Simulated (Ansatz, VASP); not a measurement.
# Two plane-wave programs on Y

INCAR

```
SYSTEM = Y
PREC = Accurate
ENCUT = 520
EDIFF = 1E-6
ISMEAR = -1
SIGMA = 0.1
LREAL = .FALSE.
LASPH = .TRUE.
NELM = 100
ALGO = Normal
ISIF = 2
LWAVE = .FALSE.
LCHARG = .TRUE.
GGA = RE
LELF = .TRUE.
LVHAR = .TRUE.
NBANDS = 30
```

Contents of KPOINTS:

```
regular mesh
0
G
  11 11 3
  0 0 0
```

Contents of POSCAR:

```
Y
1.0
    3.6918980338      0.0000000000      0.0000000000
   -1.8459490169      3.1972774855      0.0000000000
    0.0000000000      0.0000000000     11.8437168930
Y
4
Direct
    1.0000000000      0.0000000000      1.0000000000
    1.0000000000      1.0000000000      0.5000000000
    0.3333333333      0.6666666667      0.2500000000
    0.6666666667      0.3333333333      0.7500000000
```

Input for Ansatz:

```yaml
crystal:
  lattice:
    - [3.6918980338, 0.0, 0.0]
    - [-1.8459490169, 3.1972774855, 0.0]
    - [0.0, 0.0, 11.843716893]
  atoms:
    - { symbol: "Y", position: [1.0, 0.0, 1.0] }
    - { symbol: "Y", position: [1.0, 1.0, 0.5] }
    - { symbol: "Y", position: [0.3333333333, 0.6666666667, 0.25] }
    - { symbol: "Y", position: [0.6666666667, 0.3333333333, 0.75] }
hamiltonian:
  xc: revpbe
  pseudopotentials:
    kind: paw
    azcp:
      "Y": "pseudopotentials/Y.paw.azcp"
basis:
  ecutwfc: 420
  fft_grid_basis: typed
kpoints:
  mp_grid: { grid: [11, 11, 3], shift: [0, 0, 0] }
magnetization:
  spin_polarized: false
scf:
  occupations: { method: fermi_dirac, width: 0.1 }
  lower_state_search: "off"
output:
  stress: true
```

Alike in both runs: task single point; functional revPBE; k mesh 11 × 11 × 3; occupations fermi-dirac, width 0.1 eV; no spin polarisation.

|  | VASP | Ansatz |
| --- | --- | --- |
| version | VASP 6.6.1 | Ansatz 0.2.0 |
| potentials or method | VASP PAW PBE potentials, release 64 (Y_sv), cutoff 520 eV | plane waves (420 eV) with PAW, scalar-relativistic |
| valence electrons in the cell | 44 | 44 |

```csv
,VASP,Ansatz,Ansatz less VASP
pressure (GPa),-1.4,-1.4,+0.09
```

VASP's potentials were made for PBE, not for revPBE. The functional is the same, so the differences come from potentials, cutoffs and numerics.
